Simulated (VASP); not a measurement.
# ScAl3N4 (Cm) in VASP: single point with PBE

Aim: the single point of ScAl3N4 with PBE.

Program: VASP 6.6.1. These are calculated values, not measurements. Logs are shortened: lines on timing, memory, paths and dates and some standing lists are left out, and cuts for length are marked.

## 1. The cell of the first run

Symmetry: Cm, No. 8, monoclinic system. Conventional cell: a = 11.243 Å, b = 6.470 Å, c = 10.158 Å, α = 90.00°, β = 90.10°, γ = 90.00°. Al (site symmetry m) has 4 N at 1.95 Å within 2.6 Å. Within 2.5 Å of Al (site symmetry 1) lie 4 N at 1.86 to 1.93 Å. Within 2.5 Å of Al (site symmetry 1) lie 4 N at 1.91 to 1.95 Å. Within 2.5 Å of Al (site symmetry 1) lie 4 N at 1.89 to 1.96 Å. Al (site symmetry 1) has 4 N at 1.88 to 1.96 Å within 2.5 Å. Al (site symmetry m) has 4 N at 1.91 to 1.96 Å within 2.5 Å. Within 2.5 Å of Al (site symmetry m) lie 4 N at 1.91 to 1.98 Å. Within 2.5 Å of Al (site symmetry m) lie 4 N at 1.91 to 1.97 Å.

## 2. Single point, PBE

File INCAR:

```
SYSTEM = ScAl3N4
PREC     = Accurate       ! precision mode
ENCUT    = 520            ! plane-wave cutoff, eV
EDIFF    = 1E-7           ! SCF threshold, eV
ISMEAR   = 0              ! smearing method
SIGMA    = 0.01           ! smearing width, eV
LREAL    = Auto         
LASPH    = .TRUE.         ! aspherical terms in the spheres
NELM     = 80             ! most SCF steps
ALGO     = Normal         ! electronic algorithm
ISIF     = 2              ! what is computed and relaxed
LWAVE    = .FALSE.        ! write WAVECAR
LCHARG   = .FALSE.        ! write CHGCAR
GGA      = PE             ! functional
NBANDS   = 102            ! bands
```

File KPOINTS:

```
regular mesh
0
G
  4 4 3
  0 0 0
```

File POSCAR:

```
ScAl3N4
1.0
    6.4858413593     -0.0089206996     -0.0050907387
   -3.2506462321      5.6124430323      0.0050907387
   -0.0078980739      0.0045599551     10.1584556199
Al Sc N
12 4 16
Direct
    0.3367733131      0.1632266869      0.7515599159
    0.1636931407      0.8275210223     -0.0038274928
    0.3318188996      0.6697032886      0.2540211681
    0.1678949514      0.8347247159      0.5025102285
    0.3336729428      0.6716211369      0.7468685199
    0.6724789777      0.3363068593     -0.0038274928
    0.8302967114      0.1681811004      0.2540211681
    0.6652752841      0.3321050486      0.5025102285
    0.8283788631      0.1663270572      0.7468685199
    0.8362373129      0.6637626871      0.2519957027
    0.6652878220      0.8347121780      0.4981229580
    0.8352938823      0.6647061177      0.7461222045
    0.1627723400      0.3372276600     -0.0077108077
    0.3377280478      0.1622719522      0.2446525281
    0.1657246851      0.3342753149      0.4984571030
    0.6668833989      0.8331166011     -0.0033105111
    0.1581454681      0.3418545319      0.2044741795
    0.3421722180      0.1578277820      0.4488532635
    0.1679052766      0.3320947234      0.7073142588
    0.3432983000      0.1567017000      0.9432893657
    0.1552180831      0.8102214579      0.1854634927
    0.3409787745      0.6880464648      0.4421920618
    0.1661206068      0.8336662965      0.6907391186
    0.3269275179      0.6807263683      0.9317851565
    0.6897785421      0.3447819169      0.1854634927
    0.8119535352      0.1590212255      0.4421920618
    0.6663337035      0.3338793932      0.6907391186
    0.8192736317      0.1730724821      0.9317851565
    0.6676046859      0.8323953141      0.2043154617
    0.8339659219      0.6660340781      0.4437805040
    0.6676328384      0.8323671616      0.6908244876
    0.8424803237      0.6575196763      0.9337548791
```

Potentials or basis: VASP PAW PBE potentials, release 64 (Al, Sc_sv, N).

On the command line:

```bash
$ cat potpaw_PBE.64/Al/POTCAR potpaw_PBE.64/Sc_sv/POTCAR potpaw_PBE.64/N/POTCAR > POTCAR
$ mpirun -np 1 vasp_std > vasp.out
```

OUTCAR:

```text
SYSTEM = ScAl3N4
   PREC = Accurate
   ENCUT = 520
   EDIFF = 1E-7
   ISMEAR = 0
   LREAL = Auto
   LASPH = .TRUE.
   NELM = 80
   ISIF = 2
   GGA = PE

 ion  position               nearest neighbor table
   1  0.337  0.163  0.752-  20 1.95  27 1.95  23 1.95  19 1.95   6 3.12   2 3.12   8 3.13   4 3.13
                            13 3.13   9 3.18   5 3.18  15 3.21  12 3.24  12 3.24   9 3.31   5 3.31
   2  0.164  0.828  0.996-  24 1.86  32 1.91  20 1.92  21 1.93   1 3.12   5 3.13  12 3.14  14 3.15
                            13 3.18   6 3.18  10 3.18   3 3.19  16 3.24  16 3.25   6 3.29  13 3.31
   3  0.332  0.670  0.254-  17 1.91  22 1.91  21 1.92  29 1.95  11 3.10  15 3.11   4 3.13  14 3.18
                             2 3.19  10 3.20  16 3.22   7 3.23   7 3.25  13 3.25  10 3.29  14 3.31
   4  0.168  0.835  0.503-  18 1.89  22 1.90  23 1.91  30 1.96   5 3.09  12 3.10   1 3.13   3 3.13
                            10 3.15  14 3.20   8 3.22  11 3.23  15 3.24  15 3.25   8 3.25  11 3.26
   5  0.334  0.672  0.747-  24 1.88  23 1.94  19 1.95  31 1.96   4 3.09  13 3.12   2 3.13  11 3.14
                            16 3.15  15 3.16   1 3.18   9 3.20  12 3.21   9 3.27  12 3.28   1 3.31
   6  0.672  0.336  0.996-  28 1.86  32 1.91  20 1.92  25 1.93   1 3.12   9 3.13  12 3.14  14 3.15
                            13 3.18   2 3.18  10 3.18   7 3.19  16 3.24  16 3.25   2 3.29  13 3.31
   7  0.830  0.168  0.254-  17 1.91  26 1.91  25 1.92  29 1.95  11 3.10  15 3.11   8 3.13  14 3.18
                             6 3.19  10 3.20  16 3.22   3 3.23   3 3.25  13 3.25  10 3.29  14 3.31
   8  0.665  0.332  0.503-  18 1.89  26 1.90  27 1.91  30 1.96   9 3.09  12 3.10   1 3.13   7 3.13
                            10 3.15  14 3.20   4 3.22  11 3.23  15 3.24  15 3.25   4 3.25  11 3.26
   9  0.828  0.166  0.747-  28 1.88  27 1.94  19 1.95  31 1.96   8 3.09  13 3.12   6 3.13  11 3.14
[... 17 lines left out ...]
  19  0.168  0.332  0.707-   9 1.95   5 1.95   1 1.95  15 2.12
  20  0.343  0.157  0.943-   6 1.92   2 1.92   1 1.95  13 2.09
  21  0.155  0.810  0.185-  10 1.91   3 1.92   2 1.93  14 2.06
  22  0.341  0.688  0.442-   4 1.90  11 1.91   3 1.91  15 2.06
[... 8 lines left out ...]
  31  0.668  0.832  0.691-  11 1.96   5 1.96   9 1.96  12 1.97
  32  0.842  0.658  0.934-  12 1.91   2 1.91   6 1.91  16 2.08

  LATTYP: Found a base centered monoclinic cell.
 ALAT       =    11.2427320739
 B/A-ratio  =     0.5755176066
 C/A-ratio  =     0.9035579294
 COS(beta)  =    -0.0018033696

  Lattice vectors:

 A1 = (   3.2506462321,  -5.6124430323,  -0.0050907387)
 A2 = (   6.4858413593,  -0.0089206996,  -0.0050907387)
 A3 = (  -0.0078980739,   0.0045599551,  10.1584556199)

Analysis of symmetry for initial positions (statically):
=====================================================================
 Subroutine PRICEL returns:
 Original cell was already a primitive cell.

 Routine SETGRP: Setting up the symmetry group for a
 base centered monoclinic supercell.

 Subroutine GETGRP returns: Found  2 space group operations
 (whereof  1 operations were pure point group operations)
 out of a pool of  4 trial point group operations.

The static configuration has the point symmetry C_1 .
 The point group associated with its full space group is C_1h.

Analysis of symmetry for dynamics (positions and initial velocities):
=====================================================================
 Subroutine PRICEL returns:
 Original cell was already a primitive cell.

 Routine SETGRP: Setting up the symmetry group for a
 base centered monoclinic supercell.

 Subroutine GETGRP returns: Found  2 space group operations
 (whereof  1 operations were pure point group operations)
 out of a pool of  4 trial point group operations.

The dynamic configuration has the point symmetry C_1 .
 The point group associated with its full space group is C_1h.

 Subroutine INISYM returns: Found  2 space group operations
 (whereof  1 operations are pure point group operations),
 and found     1 'primitive' translations

----------------------------------------------------------------------------------------

                                     Primitive cell

  volume of cell :     369.4873

  direct lattice vectors                    reciprocal lattice vectors
     6.485841359 -0.008920700 -0.005090739     0.154304986  0.089371155  0.000079853
    -3.250646232  5.612443032  0.005090739     0.000245197  0.178317615 -0.000079853
    -0.007898074  0.004559955 10.158455620     0.000077204 -0.000044574  0.098440240

  length of vectors
[... 73 lines left out ...]
 KPOINTS: regular mesh

Automatic generation of k-mesh.
 Grid dimensions read from file:
 generate k-points for:    4    4    3

 Generating k-lattice:

  Cartesian coordinates                     Fractional coordinates (reciprocal lattice)
     0.038576246  0.022342789  0.000019963     0.250000000  0.000000000 -0.000000000
     0.000061299  0.044579404 -0.000019963    -0.000000000  0.250000000  0.000000000
     0.000025735 -0.000014858  0.032813413     0.000000000 -0.000000000  0.333333333

  Length of vectors
     0.044579450  0.044579450  0.032813427

  Shift w.r.t. Gamma in fractional coordinates (k-lattice)
     0.000000000  0.000000000  0.000000000

 Subroutine IBZKPT returns following result:
 ===========================================

 Found     17 irreducible k-points:

 Following reciprocal coordinates:
            Coordinates               Weight
  0.000000  0.000000  0.000000      1.000000
  0.250000 -0.000000 -0.000000      4.000000
  0.500000 -0.000000 -0.000000      2.000000
  0.250000  0.250000  0.000000      2.000000
  0.500000  0.250000  0.000000      4.000000
 -0.250000  0.250000 -0.000000      2.000000
[... 9 lines left out ...]
  0.500000  0.500000  0.333333      2.000000
  0.250000 -0.250000  0.333333      2.000000
   k-points           NKPTS =     17   k-points in BZ     NKDIM =     17   number of bands    NBANDS=    102
   number of dos      NEDOS =    301   number of ions     NIONS =     32
   total plane-waves  NPLWV = 184320
   dimension x,y,z NGX =    48 NGY =   48 NGZ =   80
   dimension x,y,z NGXF=    96 NGYF=   96 NGZF=  160
   ions per type =              12   4  16
   NGX,Y,Z   is equivalent  to a cutoff of  12.30, 12.30, 13.09 a.u.
   NGXF,Y,Z  is equivalent  to a cutoff of  24.61, 24.61, 26.18 a.u.
 SYSTEM =  ScAl3N4
   PREC   = accura    normal or accurate (medium, high low for compatibility)
   ISTART =      0    job   : 0-new  1-cont  2-samecut
   ICHARG =      2    charge: 1-file 2-atom 10-const
   ISPIN  =      1    spin polarized calculation?
   LNONCOLLINEAR =      F non collinear calculations
   LSORBIT =      F    spin-orbit coupling
   LASPH  =      T    aspherical Exc in radial PAW
   ENCUT  =  520.0 eV  38.22 Ry    6.18 a.u.  12.06 12.06 18.89*2*pi/ulx,y,z
   NELM   =     80;   NELMIN=  2; NELMDL= -5     # of ELM steps
   EDIFF  = 0.1E-06   stopping-criterion for ELM
   LREAL  =      T    real-space projection
   EDIFFG = 0.1E-05   stopping-criterion for IOM
   NSW    =      0    number of steps for IOM
   IBRION =     -1    ionic relax: 0-MD 1-quasi-New 2-CG
   NFREE  =      0    steps in history (QN), initial steepest desc. (CG)
   ISIF   =      2    stress and relaxation
   ISYM   =      2    0-nonsym 1-usesym 2-fastsym
   POTIM  = 0.5000    time-step for ionic-motion
   TEBEG  =    0.0;   TEEND  =   0.0 temperature during run
   PSTRESS=    0.0 pullay stress
   NELECT =     160.0000    total number of electrons
   NUPDOWN=      -1.0000    fix difference up-down
   EMIN   =  10.00;   EMAX   =-10.00  energy-range for DOS
   EFERMI =   0.00;   METHOD = LEGACY
   ISMEAR =     0;   SIGMA  =   0.01  broadening in eV -4-tet -1-fermi 0-gaus
   EFERMI_NEDOS =   21; number of points for ismear=-14 and -15
   IALGO  =     38    algorithm
   IMIX   =      4    mixing-type and parameters
     AMIX     =   0.40;   BMIX     =  1.00
     AMIX_MAG =   1.60;   BMIX_MAG =  1.00
  volume/ion in A,a.u.               =      11.55        77.92
  Fermi-wavevector in a.u.,A,eV,Ry     =   1.238554  2.340528 20.871559  1.534016
  Thomas-Fermi vector in A             =   2.373075
   LORBIT       =      0    0 simple, 1 ext, 2 COOP (PROOUT), +10 PAW based schemes
   GGA     = PE    functional components
   LHFCALC =     F    Hartree Fock is set to
   AEXX    =    0.0000 exact exchange contribution
   IVDW    =     0    specifies the selected vdW correction
   LEPSILON=     F    determine dielectric tensor
   LRPA    =     F    only Hartree local field effects (RPA)
 non-spin polarized calculation
 Gauss-broadening in eV      SIGMA  =   0.01
  energy-cutoff  :      520.00
  volume of cell :      369.49
 maximum number of plane-waves:      9969
   NGX = 25   NGY = 25   NGZ = 37

 number of electron     160.0000009 magnetization

 Free energy of the ion-electron system (eV)
  ---------------------------------------------------
  ext. energy  EPLUGINS =         0.00000000
  ---------------------------------------------------
  free energy    TOTEN  =      -248.20303863 eV

  energy without entropy =     -248.20303863  energy(sigma->0) =     -248.20303863

 E-fermi :   5.1154     XC(G=0): -10.7369

 val. band max:        4.9650899464   @ k =  -0.0000   0.0000   0.3333
 cond. band min:       8.5624146638   @ k =   0.0000   0.0000   0.0000
 fundamental gap:      3.5973247174
 Fermi energy:         5.1154085435

 k-point     1 :       0.0000    0.0000    0.0000
  band No.  band energies     occupation
      1     -41.9540      2.00000
      2     -41.9155      2.00000
      3     -41.8354      2.00000
      4     -41.7931      2.00000
      5     -20.8786      2.00000
      6     -20.7919      2.00000
[... 1604 lines left out ...]
     91       9.9458      0.00000
     92      10.3199      0.00000
 [bands above 92 left out]

------------------------ aborting loop because EDIFF is reached ----------------------------------------

  FORCE on cell =-STRESS in cart. coord.  units (eV):
  Direction    XX          YY          ZZ          XY          YZ          ZX
  --------------------------------------------------------------------------------------
  -------------------------------------------------------------------------------------
  Total        0.1420483      0.1157289      0.2786358     -0.0227932     -0.0022872      0.0039635
  in kB        0.6159522      0.5018257      1.2082255     -0.0988364     -0.0099180      0.0171868
  external PRESSURE =       0.7753345 kB  Pullay stress =       0.0000000 kB

 VOLUME and BASIS-vectors are now :
 -----------------------------------------------------------------------------
  energy-cutoff  :      520.00
  volume of cell :      369.49
      direct lattice vectors                 reciprocal lattice vectors
     6.485841359 -0.008920700 -0.005090739     0.154304986  0.089371155  0.000079853
    -3.250646232  5.612443032  0.005090739     0.000245197  0.178317615 -0.000079853
    -0.007898074  0.004559955 10.158455620     0.000077204 -0.000044574  0.098440240

 POSITION                                       TOTAL-FORCE (eV/Angst)
 -----------------------------------------------------------------------------------
      1.64773      0.91652      7.63380         0.000293     -0.000169      0.003395
     -1.63616      4.64750     10.12295        -0.000583      0.002092      0.001905
     -0.02685      3.75687      2.58218        -0.000577      0.001943      0.004078
     -1.62842      4.68564      5.10812        -0.000049     -0.003885      0.000135
     -0.02495      3.76986      7.58875        -0.003176     -0.000419      0.000147
      3.26051      1.88605     10.11786        -0.002103     -0.000541      0.001905
[... 24 lines left out ...]
      1.61897      4.66881      7.01855         0.000174     -0.000100     -0.006426
      3.31946      3.68703      9.48457         0.050707     -0.029276     -0.019629
 -----------------------------------------------------------------------------------
    total drift:                                0.005985     -0.003453     -0.010621

  FREE ENERGIE OF THE ION-ELECTRON SYSTEM (eV)
  ---------------------------------------------------
  free  energy   TOTEN  =      -248.2030386294 eV

  energy  without entropy=     -248.2030386294  energy(sigma->0) =     -248.20303863
```

Wall time 18 min (1 thread of Intel Xeon Platinum 8488C (Sapphire Rapids), shared host); peak memory 0.67 GiB.

Results:

```
Free energy            : -248.2030 eV
Pressure               : 0.1 GPa
Largest force          : 0.089 eV/Å
Band gap on the k mesh : 3.60 eV (least direct gap 3.60 eV)
```

Forces on the atoms (eV/Å):
```
Al   0.000  0.000  0.003
Al  -0.001  0.002  0.002
Al  -0.001  0.002  0.004
Al   0.000 -0.004  0.000
Al  -0.003  0.000  0.000
Al  -0.002 -0.001  0.002
Al  -0.002  0.000  0.004
Al   0.003  0.002  0.000
Al  -0.001  0.003  0.000
Al   0.000  0.000 -0.002
Al   0.002 -0.001  0.001
Al   0.003 -0.001  0.002
Sc   0.018 -0.011  0.019
Sc   0.000  0.000 -0.009
Sc  -0.001  0.001  0.004
Sc   0.016 -0.009  0.017
N   -0.055  0.032  0.032
N    0.056 -0.033  0.043
N    0.000  0.000  0.045
N    0.052 -0.030 -0.021
N   -0.001 -0.061 -0.020
N   -0.001  0.061 -0.019
N   -0.001 -0.001 -0.004
N   -0.065  0.040 -0.047
N    0.052  0.031 -0.020
N   -0.054 -0.030 -0.019
N    0.001  0.001 -0.004
N   -0.067  0.036 -0.047
N   -0.001  0.001  0.057
N    0.001 -0.001  0.002
N    0.000  0.000 -0.006
N    0.051 -0.029 -0.020
```
